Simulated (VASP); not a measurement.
Set up this calculation in VASP 6.6.1, as the native input.

| Item | Value |
| --- | --- |
| Task | single point |
| Functional | PBE |
| Potentials or basis | VASP PAW PBE potentials, release 64 (Eu, O) |
| Cutoff | 600 eV |
| k mesh | 12 × 12 × 12 |
| Occupations | gaussian, width 0.01 eV |
| Spin | collinear spin, ferromagnetic start |
| Starting moments | [7.43, 0.0] μB |
| Hubbard terms | Eu f U = 6.0 eV |
| Dipole correction | no |
| Further INCAR settings | ALGO = Normal; EDIFF = 1e-06; NBANDS = 22 |

The structure of EuO (u2) lies in POSCAR:

```
EuO
1.0
    0.0000000000      2.5881697498      2.5881697498
    2.5881697498      0.0000000000      2.5881697498
    2.5881697498      2.5881697498      0.0000000000
Eu O
1 1
Direct
    0.0000000000      0.0000000000      0.0000000000
    0.5000000000      0.5000000000      0.5000000000
```

One way to write it, as run:

INCAR

```
  PREC = Accurate
  ENCUT = 600
  EDIFF = 1E-6
  ISMEAR = 0
  SIGMA = 0.01
  LREAL = False
  LASPH = True
  NELM = 200
  ALGO = Normal
  ISIF = 2
  LWAVE = False
  LCHARG = False
  ISPIN = 2
  MAGMOM = 7.43 0
  LORBIT = 11
  LMAXMIX = 6
  LDAU = True
  LDAUTYPE = 2
  LDAUL = 3 -1
  LDAUU = 6 0
  LDAUJ = 0 0
  LDAUPRINT = 1
  GGA = PE
  NBANDS = 22
  GGA_COMPAT = False
```

KPOINTS

```
Automatic mesh
0
Gamma
  12 12 12
```

Potentials or basis: VASP PAW PBE potentials, release 64 (Eu, O).

Launch:

```bash
$ cat potpaw_PBE.64/Eu/POTCAR potpaw_PBE.64/O/POTCAR > POTCAR
$ mpirun -np 1 vasp_std > vasp.out
```

It gave:

- Pressure: -0.4 GPa
- Band gap on the k mesh: 0.06 eV, indirect (least direct gap 0.23 eV)
- Net moment: 7.00 μB per cell
- Site moments: Eu +6.73; O -0.09 μB
- Valence electrons inside the program's atomic spheres: Eu 14.94; O 4.95

Caveat: spin-orbit coupling is left out, which moves the levels of the heavy elements; a cell with one magnetic atom can't hold antiferromagnetic order, which such compounds often take.

Run time: 93 s on 1 thread of Intel(R) Xeon(R) 6975P-C (Granite Rapids) (shared host), peak memory 0.28 GiB.
